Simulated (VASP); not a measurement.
Co, 2 atoms in the cell. The structure is hexagonal, space group P6_3/mmc (No. 194). The conventional cell has a = 2.458 Å, b = 2.458 Å, c = 3.966 Å, α = 90.00°, β = 90.00°, γ = 120.00°. Co (site symmetry -6m2) has 12 Co at 2.44 to 2.46 Å within 3.2 Å. 

- Program: VASP 6.6.1
- Task: single point
- Functional: PBEsol
- Potentials or basis: VASP PAW PBE potentials, release 64 (Co)
- Cutoff: 520 eV
- k mesh: 20 × 20 × 10
- Occupations: gaussian, width 0.05 eV
- Spin: no spin polarisation
- Dipole correction: no
- Further INCAR settings: ALGO = Normal; EDIFF = 1e-06; NBANDS = 16

Potentials or basis: VASP PAW PBE potentials, release 64 (Co).

Launch:

```sh
$ cat potpaw_PBE.64/Co/POTCAR > POTCAR
$ mpirun -np 1 vasp_std > vasp.out
```

Hardware: 1 thread of Intel(R) Xeon(R) Platinum 8488C (Sapphire Rapids) (shared host).

Q: Estimate the wall time of this run.

A: It took 38 s on 1 thread of Intel(R) Xeon(R) Platinum 8488C (Sapphire Rapids) (shared host), peak memory 0.19 GiB. Counts: scf iterations 11, k points 264.
